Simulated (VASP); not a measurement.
# AgI: single point with PBE

The system is AgI.

```
Ag I
1.0
     0.00000    3.38091    3.38091
     3.38091    0.00000    3.38091
     3.38091    3.38091    0.00000
Ag I
1 1
Cartesian
  0.0000 0.0000 0.0000
  1.6905 1.6905 1.6905
```

This cell differs from its parent crystal: volume changed by +6%.

- Program: VASP 6.6.1
- Task: single point
- Functional: PBE
- Potentials or basis: VASP PAW PBE potentials, release 64 (Ag, I)
- Cutoff: 500 eV
- k mesh: 6 × 6 × 6
- Occupations: gaussian, width 0.01 eV
- Spin: no spin polarisation
- Dipole correction: no
- Further INCAR settings: ALGO = Normal; EDIFF = 1e-06; NBANDS = 16

* Pressure: -1.4 GPa
* Band gap on the k mesh: 1.35 eV, direct

Levels at points of the mesh, in eV from the valence-band top:
| k point | band 5 | band 6 | band 7 | band 8 | band 9 | band 10 | band 11 | band 12 | band 13 | band 14 |
| --- | --- | --- | --- | --- | --- | --- | --- | --- | --- | --- |
| (0.00, 0.00, 0.00) | -2.61 | -2.61 | 0.00 | 0.00 | 0.00 | 1.35 | 5.94 | 5.94 | 5.94 | 8.80 |
| (0.50, 0.00, 0.00) | -2.58 | -2.58 | -2.50 | -0.57 | -0.57 | 2.81 | 6.37 | 6.37 | 6.97 | 9.16 |
| (0.50, 0.50, 0.00) | -2.54 | -2.52 | -2.19 | -1.42 | -1.42 | 3.85 | 3.94 | 8.15 | 9.23 | 9.23 |

It used 33 s of CPU time on 1 thread of AMD EPYC 7R13 Processor (Zen 3), with other jobs on the host.

Caveat: spin-orbit coupling is left out, which moves the levels of the heavy elements.
